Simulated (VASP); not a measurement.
# Ru (P6_3/mmc) in VASP: further runs

Ru is run at these levels: r2SCAN; tasks: single point, relaxation of cell and atoms.

Everything below comes from runs of VASP 6.6.1. Logs are shortened: lines on timing, memory, paths and dates and some standing lists are left out, and cuts for length are marked.

## (1) The cell of the first run

The structure is hexagonal, space group P6_3/mmc (No. 194). Conventional cell: a = 2.709 Å, b = 2.709 Å, c = 4.250 Å, α = 90.00°, β = 90.00°, γ = 120.00°. Within 3.5 Å of Ru (site symmetry -6m2) lie 12 Ru at 2.64 to 2.71 Å.

## (2) Single point, r2SCAN

Contents of POSCAR:

```
Ru
1.0
    2.7094738379      0.0000000000      0.0000000000
   -1.3547369190      2.3464731745      0.0000000000
    0.0000000000      0.0000000000      4.2498582213
Ru
2
Direct
    0.3333333333      0.6666666667      0.2500000000
    0.6666666667      0.3333333333      0.7500000000
```

Contents of INCAR.step1:

```
SYSTEM = Ru
PREC = Accurate
ENCUT = 520
ISMEAR = -1
SIGMA = 0.1
LREAL = .FALSE.
LASPH = .TRUE.
NELM = 100
NBANDS = 21
GGA = PE
ALGO = Normal
EDIFF = 1E-4
LWAVE = .TRUE.
LCHARG = .FALSE.
```

Contents of INCAR.step2:

```
SYSTEM = Ru
PREC = Accurate
ENCUT = 520
EDIFF = 1E-6
ISMEAR = -1
SIGMA = 0.1
LREAL = .FALSE.
LASPH = .TRUE.
NELM = 100
ALGO = Normal
ISIF = 2
LWAVE = .FALSE.
LCHARG = .FALSE.
METAGGA = R2SCAN
LMIXTAU = .TRUE.
NBANDS = 21
ISTART = 1
```

Contents of KPOINTS:

```
Automatic mesh
0
G
  10 10 6
  0 0 0
```

Potentials or basis: VASP PAW PBE potentials, release 64 (Ru_pv).

Run with:

```
$ cat potpaw_PBE.64/Ru_pv/POTCAR > POTCAR
$ cp INCAR.step1 INCAR
$ mpirun -np 1 vasp_std > vasp.out
$ cp INCAR.step2 INCAR
$ mpirun -np 1 vasp_std > vasp.out
```

OUTCAR:

```text
SYSTEM = Ru
   PREC = Accurate
   ENCUT = 520
   EDIFF = 1E-6
   ISMEAR = -1
   LREAL = .FALSE.
   LASPH = .TRUE.
   NELM = 100
   ISIF = 2
   METAGGA = R2SCAN
   ISTART = 1

 ion  position               nearest neighbor table
   1  0.333  0.667  0.250-   2 2.64   2 2.64   2 2.64   2 2.64   2 2.64   2 2.64
   2  0.667  0.333  0.750-   1 2.64   1 2.64   1 2.64   1 2.64   1 2.64   1 2.64

  LATTYP: Found a hexagonal cell.
 ALAT       =     2.7094738379
 C/A-ratio  =     1.5685179026

  Lattice vectors:

 A1 = (   2.7094738379,   0.0000000000,   0.0000000000)
 A2 = (  -1.3547369190,   2.3464731745,   0.0000000000)
 A3 = (   0.0000000000,   0.0000000000,   4.2498582213)

Analysis of symmetry for initial positions (statically):
=====================================================================
 Subroutine PRICEL returns:
 Original cell was already a primitive cell.

 Routine SETGRP: Setting up the symmetry group for a
 hexagonal supercell.

 Subroutine GETGRP returns: Found 24 space group operations
 (whereof 12 operations were pure point group operations)
 out of a pool of 24 trial point group operations.

The static configuration has the point symmetry D_3d.
 The point group associated with its full space group is D_6h.

Analysis of symmetry for dynamics (positions and initial velocities):
=====================================================================
 Subroutine PRICEL returns:
 Original cell was already a primitive cell.

 Routine SETGRP: Setting up the symmetry group for a
 hexagonal supercell.

 Subroutine GETGRP returns: Found 24 space group operations
 (whereof 12 operations were pure point group operations)
 out of a pool of 24 trial point group operations.

The dynamic configuration has the point symmetry D_3d.
 The point group associated with its full space group is D_6h.

 Subroutine INISYM returns: Found 24 space group operations
 (whereof 12 operations are pure point group operations),
 and found     1 'primitive' translations

----------------------------------------------------------------------------------------

                                     Primitive cell

  volume of cell :      27.0194

  direct lattice vectors                    reciprocal lattice vectors
     2.709473838  0.000000000  0.000000000     0.369075348  0.213085752  0.000000000
    -1.354736919  2.346473174  0.000000000     0.000000000  0.426171503  0.000000000
     0.000000000  0.000000000  4.249858221     0.000000000  0.000000000  0.235301967

  length of vectors
     2.709473838  2.709473838  4.249858221     0.426171503  0.426171503  0.235301967

  position of ions in fractional coordinates (direct lattice)
     0.333333333  0.666666667  0.250000000
     0.666666667  0.333333333  0.750000000

  ion indices of the primitive-cell ions
   primitive index   ion index
                 1           1
                 2           2

----------------------------------------------------------------------------------------

 KPOINTS: Automatic mesh

Automatic generation of k-mesh.
 Grid dimensions read from file:
 generate k-points for:   10   10    6

 Generating k-lattice:

  Cartesian coordinates                     Fractional coordinates (reciprocal lattice)
     0.036907535  0.021308575  0.000000000     0.100000000  0.000000000  0.000000000
     0.000000000  0.042617150  0.000000000     0.000000000  0.100000000  0.000000000
     0.000000000  0.000000000  0.039216995     0.000000000  0.000000000  0.166666667

  Length of vectors
     0.042617150  0.042617150  0.039216995

  Shift w.r.t. Gamma in fractional coordinates (k-lattice)
     0.000000000  0.000000000  0.000000000

 Subroutine IBZKPT returns following result:
 ===========================================

 Found     56 irreducible k-points:

 Following reciprocal coordinates:
            Coordinates               Weight
  0.000000  0.000000  0.000000      1.000000
  0.100000  0.000000  0.000000      6.000000
  0.200000  0.000000  0.000000      6.000000
  0.300000 -0.000000  0.000000      6.000000
  0.400000 -0.000000  0.000000      6.000000
  0.500000 -0.000000  0.000000      3.000000
[... 16 lines left out ...]
  0.300000  0.100000  0.166667     24.000000
  0.400000  0.100000  0.166667     24.000000
 [... further k-points ...]
   k-points           NKPTS =     56   k-points in BZ     NKDIM =     56   number of bands    NBANDS=     21
   number of dos      NEDOS =    301   number of ions     NIONS =      2
   total plane-waves  NPLWV =  12800
   dimension x,y,z NGX =    20 NGY =   20 NGZ =   32
   dimension x,y,z NGXF=    40 NGYF=   40 NGZF=   64
   ions per type =               2
   NGX,Y,Z   is equivalent  to a cutoff of  12.27, 12.27, 12.52 a.u.
   NGXF,Y,Z  is equivalent  to a cutoff of  24.54, 24.54, 25.04 a.u.
 SYSTEM =  Ru
   PREC   = accura    normal or accurate (medium, high low for compatibility)
   ISTART =      1    job   : 0-new  1-cont  2-samecut
   ICHARG =      0    charge: 1-file 2-atom 10-const
   ISPIN  =      1    spin polarized calculation?
   LNONCOLLINEAR =      F non collinear calculations
   LSORBIT =      F    spin-orbit coupling
   LASPH  =      T    aspherical Exc in radial PAW
   ENCUT  =  520.0 eV  38.22 Ry    6.18 a.u.   5.04  5.04  7.90*2*pi/ulx,y,z
   NELM   =    100;   NELMIN=  2; NELMDL=  0     # of ELM steps
   EDIFF  = 0.1E-05   stopping-criterion for ELM
   LREAL  =      F    real-space projection
   EDIFFG = 0.1E-04   stopping-criterion for IOM
   NSW    =      0    number of steps for IOM
   IBRION =     -1    ionic relax: 0-MD 1-quasi-New 2-CG
   NFREE  =      0    steps in history (QN), initial steepest desc. (CG)
   ISIF   =      2    stress and relaxation
   ISYM   =      2    0-nonsym 1-usesym 2-fastsym
   POTIM  = 0.5000    time-step for ionic-motion
   TEBEG  =    0.0;   TEEND  =   0.0 temperature during run
   PSTRESS=    0.0 pullay stress
   NELECT =      28.0000    total number of electrons
   NUPDOWN=      -1.0000    fix difference up-down
   EMIN   =  10.00;   EMAX   =-10.00  energy-range for DOS
   EFERMI =   0.00;   METHOD = LEGACY
   ISMEAR =    -1;   SIGMA  =   0.10  broadening in eV -4-tet -1-fermi 0-gaus
   EFERMI_NEDOS =   21; number of points for ismear=-14 and -15
   IALGO  =     38    algorithm
   IMIX   =      4    mixing-type and parameters
     AMIX     =   0.40;   BMIX     =  1.00
     AMIX_MAG =   1.60;   BMIX_MAG =  1.00
  volume/ion in A,a.u.               =      13.51        91.17
  Fermi-wavevector in a.u.,A,eV,Ry     =   1.656669  3.130651 37.341916  2.744553
  Thomas-Fermi vector in A             =   2.744554
   LORBIT       =      0    0 simple, 1 ext, 2 COOP (PROOUT), +10 PAW based schemes
   METAGGA = R2SCAN    functional components
   LHFCALC =     F    Hartree Fock is set to
   AEXX    =    0.0000 exact exchange contribution
   IVDW    =     0    specifies the selected vdW correction
   LEPSILON=     F    determine dielectric tensor
   LRPA    =     F    only Hartree local field effects (RPA)
 non-spin polarized calculation
  energy-cutoff  :      520.00
  volume of cell :       27.02
 maximum number of plane-waves:       748
   NGX = 11   NGY = 11   NGZ = 15

 number of electron      28.0000002 magnetization

 Free energy of the ion-electron system (eV)
  ---------------------------------------------------
  ext. energy  EPLUGINS =         0.00000000
  ---------------------------------------------------
  free energy    TOTEN  =       -50.86707116 eV

  energy without entropy =      -50.80917965  energy(sigma->0) =      -50.83812540

 E-fermi :  12.8243     XC(G=0): -15.4433

 val. band max:       12.8173409818   @ k =   0.4000  -0.0000   0.3333
 cond. band min:      12.8259236790   @ k =   0.3000  -0.0000   0.1667
 fundamental gap:      0.0085826972
 Fermi energy:        12.8242628682

 k-point     1 :       0.0000    0.0000    0.0000
  band No.  band energies     occupation
      1     -32.3034      2.00000
      2     -31.2785      2.00000
      3     -31.2785      2.00000
      4     -31.0841      2.00000
      5     -31.0841      2.00000
      6     -31.0270      2.00000
[... 13 lines left out ...]
     20      21.2234      0.00000
     21      23.8395      0.00000

 k-point     2 :       0.1000    0.0000    0.0000
  band No.  band energies     occupation
      1     -32.2661      2.00000
      2     -31.3546      2.00000
      3     -31.3045      2.00000
      4     -31.1637      2.00000
      5     -31.0941      2.00000
      6     -31.0452      2.00000
[... 13 lines left out ...]
     20      21.2233      0.00000
     21      23.7785      0.00000

 k-point     3 :       0.2000    0.0000    0.0000
  band No.  band energies     occupation
      1     -32.1616      2.00000
      2     -31.5541      2.00000
      3     -31.3696      2.00000
      4     -31.3658      2.00000
      5     -31.1228      2.00000
      6     -31.0996      2.00000
[... 13 lines left out ...]
     20      21.2233      0.00000
     21      23.5869      0.00000

 k-point     4 :       0.3000   -0.0000    0.0000
  band No.  band energies     occupation
      1     -32.0110      2.00000
      2     -31.8009      2.00000
      3     -31.6045      2.00000
      4     -31.4461      2.00000
      5     -31.1880      2.00000
      6     -31.1613      2.00000
[... 13 lines left out ...]
     20      21.9695      0.00000
     21      23.3320      0.00000

 k-point     5 :       0.4000   -0.0000    0.0000
  band No.  band energies     occupation
      1     -31.9999      2.00000
      2     -31.8532      2.00000
      3     -31.7895      2.00000
      4     -31.5057      2.00000
      5     -31.2952      2.00000
      6     -31.1939      2.00000
[... 13 lines left out ...]
     20      21.7147      0.00000
     21      24.1856      0.00000

 k-point     6 :       0.5000   -0.0000    0.0000
  band No.  band energies     occupation
      1     -32.0756      2.00000
      2     -31.8586      2.00000
      3     -31.7713      2.00000
      4     -31.5280      2.00000
      5     -31.3576      2.00000
      6     -31.2067      2.00000
[... 13 lines left out ...]
     20      21.2233      0.00000
     21      24.5230      0.00000

 k-point     7 :       0.1000    0.1000    0.0000
  band No.  band energies     occupation
      1     -32.1952      2.00000
      2     -31.4733      2.00000
      3     -31.3965      2.00000
      4     -31.2639      2.00000
      5     -31.1268      2.00000
      6     -31.0816      2.00000
[... 13 lines left out ...]
     20      21.2233      0.00000
     21      23.6559      0.00000
[... 291 lines left out ...]
      1     -32.1410      2.00000
      2     -31.9341      2.00000
      3     -31.6613      2.00000
      4     -31.5069      2.00000
      5     -31.3217      2.00000
      6     -31.2287      2.00000
[... 13 lines left out ...]
     20      21.2232      0.00000
     21      24.2999      0.00000

 k-point    21 :       0.1000    0.1000    0.1667
  band No.  band energies     occupation
      1     -32.1373      2.00000
      2     -31.4477      2.00000
      3     -31.4054      2.00000
      4     -31.3036      2.00000
      5     -31.1426      2.00000
      6     -31.1066      2.00000
[... 13 lines left out ...]
     20      21.2233      0.00000
     21      25.1888      0.00000

 k-point    22 :       0.2000    0.1000    0.1667
  band No.  band energies     occupation
      1     -32.0532      2.00000
      2     -31.6431      2.00000
      3     -31.5816      2.00000
      4     -31.3996      2.00000
      5     -31.1997      2.00000
      6     -31.1535      2.00000
[... 13 lines left out ...]
     20      21.2233      0.00000
     21      25.3747      0.00000

 k-point    23 :       0.3000    0.1000    0.1667
  band No.  band energies     occupation
      1     -32.0290      2.00000
      2     -31.8203      2.00000
      3     -31.6879      2.00000
      4     -31.4895      2.00000
      5     -31.2657      2.00000
      6     -31.2162      2.00000
[... 13 lines left out ...]
     20      21.2234      0.00000
     21      24.7368      0.00000

 k-point    24 :       0.4000    0.1000    0.1667
  band No.  band energies     occupation
      1     -32.1007      2.00000
      2     -31.9040      2.00000
      3     -31.6765      2.00000
      4     -31.5245      2.00000
      5     -31.3367      2.00000
      6     -31.2569      2.00000
[... 13 lines left out ...]
     20      21.2233      0.00000
     21      24.0573      0.00000

 [... further k-points ...]

------------------------ aborting loop because EDIFF is reached ----------------------------------------

  FORCE on cell =-STRESS in cart. coord.  units (eV):
  Direction    XX          YY          ZZ          XY          YZ          ZX
  --------------------------------------------------------------------------------------
  -------------------------------------------------------------------------------------
  Total        0.2441008      0.2441008      0.2723650     -0.0000000     -0.0000000      0.0000000
  in kB       14.4745387     14.4745387     16.1505356     -0.0000000     -0.0000000      0.0000000
  external PRESSURE =      15.0332043 kB  Pullay stress =       0.0000000 kB

 VOLUME and BASIS-vectors are now :
 -----------------------------------------------------------------------------
  energy-cutoff  :      520.00
  volume of cell :       27.02
      direct lattice vectors                 reciprocal lattice vectors
     2.709473838  0.000000000  0.000000000     0.369075348  0.213085752  0.000000000
    -1.354736919  2.346473174  0.000000000     0.000000000  0.426171503  0.000000000
     0.000000000  0.000000000  4.249858221     0.000000000  0.000000000  0.235301967

 POSITION                                       TOTAL-FORCE (eV/Angst)
 -----------------------------------------------------------------------------------
     -0.00000      1.56432      1.06246         0.000000     -0.000000      0.000000
      1.35474      0.78216      3.18739         0.000000      0.000000      0.000000
 -----------------------------------------------------------------------------------
    total drift:                               -0.000000      0.000000     -0.000000

  FREE ENERGIE OF THE ION-ELECTRON SYSTEM (eV)
  ---------------------------------------------------
  free  energy   TOTEN  =       -50.8670711616 eV

  energy  without entropy=      -50.8091796462  energy(sigma->0) =      -50.83812540
```

Wall time 40 s (1 thread of Intel Xeon 6975P-C (Granite Rapids), shared host); peak memory 0.15 GiB.

Results:

* Free energy: -50.8671 eV
* Pressure: 1.5 GPa
* Band gap on the k mesh: zero (band 14 reaches 14.46 eV, above the bottom of band 15 at 11.10 eV)

Caveat: the PAW data sets were made with another functional, which shifts forces and pressure a little.

## (3) Relaxation of cell and atoms, r2SCAN

This run uses another cell than the first one, of 13.57 Å³/atom, 1.005 times its volume.

Contents of POSCAR:

```
Ru
1.0
    2.7058000000      0.0000000000      0.0000000000
   -1.3529000000      2.3433000000      0.0000000000
    0.0000000000      0.0000000000      4.2819000000
Ru
2
Direct
    0.3333333333      0.6666666667      0.2500000000
    0.6666666667      0.3333333333      0.7500000000
```

Contents of INCAR.step1:

```
SYSTEM = Ru
ALGO     = Normal         ! electronic algorithm
EDIFF    = 1E-4           ! SCF threshold, eV
ENCUT    = 600            ! plane-wave cutoff, eV
GGA      = PE             ! functional
ISMEAR   = -1             ! smearing method
LASPH    = .TRUE.         ! aspherical terms in the spheres
LCHARG   = .FALSE.        ! write CHGCAR
LREAL    = .FALSE.        ! projectors in reciprocal space
LWAVE    = .TRUE.         ! write WAVECAR
NELM     = 60             ! most SCF steps
PREC     = Accurate       ! precision mode
SIGMA    = 0.1            ! smearing width, eV
```

Contents of INCAR.step2:

```
SYSTEM = Ru
ALGO     = Normal         ! electronic algorithm
EDIFF    = 1E-6           ! SCF threshold, eV
EDIFFG   = -0.01          ! ionic threshold
ENCUT    = 600            ! plane-wave cutoff, eV
IBRION   = 2              ! ionic algorithm
ISIF     = 3              ! what is computed and relaxed
ISMEAR   = -1             ! smearing method
ISTART   = 1            
LASPH    = .TRUE.         ! aspherical terms in the spheres
LCHARG   = .FALSE.        ! write CHGCAR
LMIXTAU  = .TRUE.       
LREAL    = .FALSE.        ! projectors in reciprocal space
LWAVE    = .FALSE.        ! write WAVECAR
METAGGA  = R2SCAN         ! meta-GGA
NELM     = 60             ! most SCF steps
NSW      = 80             ! ionic steps
PREC     = Accurate       ! precision mode
SIGMA    = 0.1            ! smearing width, eV
```

Contents of KPOINTS:

```
k-points
0
G
  10 10 6
  0 0 0
```

Potentials or basis: VASP PAW PBE potentials, release 64 (Ru_pv).

Run with:

```
$ cat potpaw_PBE.64/Ru_pv/POTCAR > POTCAR
$ cp INCAR.step1 INCAR
$ mpirun -np 1 vasp_std > vasp.out
$ cp INCAR.step2 INCAR
$ mpirun -np 1 vasp_std > vasp.out
```

It took 2.7 min on 1 thread of Intel Xeon 6975P-C (Granite Rapids), shared host; peak memory 0.18 GiB.

It converged, with:

```
Free energy                            : -50.8653 eV
Relaxed volume                         : 13.57 Å³/atom
Relaxed cell                           : a = 2.713 Å, b = 2.713 Å, c = 4.257 Å, α = 90.00°, β = 90.00°, γ = 120.00°
Space group after relaxing (to 0.05 Å) : P6_3/mmc (No. 194)
Energy gained by relaxing              : 1.0 meV/atom
Ionic steps                            : 5
Pressure after relaxing                : 0.0 GPa
Band gap on the k mesh                 : zero (band 14 reaches 14.37 eV, above the bottom of band 15 at 11.03 eV)
```

The path:
| step | energy change (eV) | largest force (eV/Å) | pressure (GPa) | volume (Å³) |
| --- | --- | --- | --- | --- |
| 1 | 0.0000 | 0.0000 | -0.19 | 27.15 |
| 2 | 0.0000 | 0.0000 | 0.86 | 27.08 |
| 3 | -0.0021 | 0.0000 | 0.28 | 27.12 |
| 4 | -0.0019 | 0.0000 | -0.74 | 27.20 |
| 5 | -0.0021 | 0.0000 | 0.01 | 27.14 |

Final structure:
```yaml
crystal:
  lattice:
    - [2.71329, 0.00000, 0.00000]
    - [-1.35664, 2.34978, 0.00000]
    - [0.00000, 0.00000, 4.25661]
  atoms:
    - { symbol: Ru, position: [0.33333, 0.66667, 0.25000] }
    - { symbol: Ru, position: [0.66667, 0.33333, 0.75000] }
```

Levels at points of the mesh, in eV from the Fermi level:
```tsv
k point	band 11	band 12	band 13	band 14	band 15	band 16	band 17	band 18
(0.00, 0.00, 0.00)	-2.44	-1.99	-1.99	-1.54	-1.54	1.22	1.22	1.45
(0.50, 0.00, 0.00)	-2.14	-1.91	-1.54	1.42	1.88	2.01	4.21	6.38
(0.00, 0.00, 0.50)	-2.92	-2.92	-2.78	-2.78	0.56	0.56	0.56	0.56
(0.50, 0.00, 0.50)	-1.15	-1.15	0.46	0.46	1.70	1.70	3.53	3.53
```

Caveat: the PAW data sets were made with another functional, which shifts forces and pressure a little.

(Continued in part 2 of 2.)
